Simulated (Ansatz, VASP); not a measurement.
Two plane-wave programs on NaCl

Contents of INCAR:

```
SYSTEM = NaCl
PREC     = Accurate       ! precision mode
ENCUT    = 400            ! plane-wave cutoff, eV
EDIFF    = 1E-8           ! SCF threshold, eV
ISMEAR   = -1             ! smearing method
SIGMA    = 0.02           ! smearing width, eV
LREAL    = .FALSE.        ! projectors in reciprocal space
LASPH    = .TRUE.         ! aspherical terms in the spheres
NELM     = 120            ! most SCF steps
ALGO     = Normal         ! electronic algorithm
ISIF     = 2              ! what is computed and relaxed
LWAVE    = .FALSE.        ! write WAVECAR
LCHARG   = .FALSE.        ! write CHGCAR
GGA      = PE             ! functional
LEFG     = .TRUE.       
NBANDS   = 14             ! bands
GGA_COMPAT= .FALSE.
```

File KPOINTS:

```
Automatic mesh
0
G
  8 8 8
  0 0 0
```

The input POSCAR:

```
NaCl
1.0
    2.8408047908      0.0000000000      0.0000000000
    0.0000000000      2.8408047908      0.0000000000
    0.0000000000      0.0000000000      2.8408047908
Na Cl
1 1
Direct
    0.0000000000      0.0000000000      0.0000000000
    0.5000000000      0.5000000000      0.5000000000
```

Input for Ansatz:

```yaml
crystal:
  lattice:
    - [2.8408047908, 0.0, 0.0]
    - [0.0, 2.8408047908, 0.0]
    - [0.0, 0.0, 2.8408047908]
  atoms:
    - { symbol: Na, position: [0.0, 0.0, 0.0] }
    - { symbol: Cl, position: [0.5, 0.5, 0.5] }
kpoints:
  mp_grid: { grid: [8, 8, 8] }
scf:
  occupations: { method: fermi_dirac, width: 0.02 }
hamiltonian:
  xc: pbe
  pseudopotentials: { kind: paw }
output:
  forces: true
  stress: true
  eigenvalues: true
  efg: { contact_densities: true }
```

Change from the starting cell: volume scaled by 0.98, PAW files.

Alike in both runs: task electric field gradients; functional PBE; k mesh 8 × 8 × 8; occupations fermi-dirac, width 0.02 eV; no spin polarisation.

|  | VASP | Ansatz |
| --- | --- | --- |
| version | VASP 6.6.1 | Ansatz 0.2.0 |
| potentials or method | VASP PAW PBE potentials, release 64 (Na_pv, Cl) | PAW with Ansatz's default frozen-core files, scalar-relativistic |
| plane-wave cutoff (eV) | 400 | 420 |
| valence electrons in the cell | 14 | 16 |

Ansatz gave:

```
gap on the k mesh at the Fermi level (eV) : 4.29
pressure (GPa)                            : 70.2
```

Problem. Which values does VASP return?

Solution. gap on the k mesh at the Fermi level (eV): 4.33; pressure (GPa): 70.2.

Both programs put the cell under a high pressure, so it lies far from rest at this level. VASP's potentials hold 14 valence electrons a cell and Ansatz's 16, so a difference there can come from the potentials and not from the codes.

Noted on VASP's run: the cell as given lies far from equilibrium.
